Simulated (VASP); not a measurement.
Wanted: the native input for a VASP 6.6.1 run.

* Task: single point
* Functional: r2SCAN
* Potentials or basis: VASP PAW PBE potentials, release 64 (Hf_pv, O)
* Cutoff: 520 eV
* k mesh: 8 × 8 × 8
* Occupations: gaussian, width 0.05 eV
* Spin: no spin polarisation
* Dipole correction: no
* Further INCAR settings: ALGO = Normal; EDIFF = 1e-06; NBANDS = 18

The system is HfO2.

```
Hf O
1.0
     0.00000    2.62144    2.62144
     2.62144    0.00000    2.62144
     2.62144    2.62144    0.00000
Hf O
1 2
Direct
  0.00000 0.00000 0.00000
  0.25000 0.25000 0.25000
  0.75000 0.75000 0.75000
```

This cell differs from its parent crystal: strain +0.025 along x and y, +0.025 along z.

One way to write it, as run:

POSCAR

```
HfO2
1.0
    0.0000000000      2.6214375000      2.6214375000
    2.6214375000      0.0000000000      2.6214375000
    2.6214375000      2.6214375000      0.0000000000
Hf O
1 2
Direct
    0.0000000000      0.0000000000      0.0000000000
    0.2500000000      0.2500000000      0.2500000000
    0.7500000000      0.7500000000      0.7500000000
```

INCAR.step1

```
SYSTEM = HfO2
ALGO = Normal
EDIFF = 1E-4
ENCUT = 520
GGA = PE
ISMEAR = 0
LASPH = .True.
LCHARG = .False.
LREAL = .False.
LWAVE = .True.
NBANDS = 18
NELM = 60
PREC = Accurate
SIGMA = 0.05
```

INCAR.step2

```
SYSTEM = HfO2
ALGO = Normal
EDIFF = 1E-6
ENCUT = 520
ISIF = 2
ISMEAR = 0
ISTART = 1
LASPH = .True.
LCHARG = .False.
LMIXTAU = .True.
LREAL = .False.
LWAVE = .False.
METAGGA = R2SCAN
NBANDS = 18
NELM = 60
PREC = Accurate
SIGMA = 0.05
```

KPOINTS

```
k-points
0
Gamma
  8 8 8
  0 0 0
```

Potentials or basis: VASP PAW PBE potentials, release 64 (Hf_pv, O).

Run with:

```bash
$ cat potpaw_PBE.64/Hf_pv/POTCAR potpaw_PBE.64/O/POTCAR > POTCAR
$ cp INCAR.step1 INCAR
$ mpirun -np 1 vasp_std > vasp.out
$ cp INCAR.step2 INCAR
$ mpirun -np 1 vasp_std > vasp.out
```

It gave:

```json
{
  "Pressure": "-26.1 GPa",
  "Band gap on the k mesh": "3.99 eV"
}
```

Caveat: the cell differs from its parent crystal (strain +0.025 along x and y, +0.025 along z); the cell stands under tension; the PAW data sets were made with another functional, which shifts forces and pressure a little; spin-orbit coupling is left out, which moves the levels of the heavy elements.

It took 74 s on 1 thread of Intel Xeon 8259CL, on a shared host, peak memory 0.17 GiB.
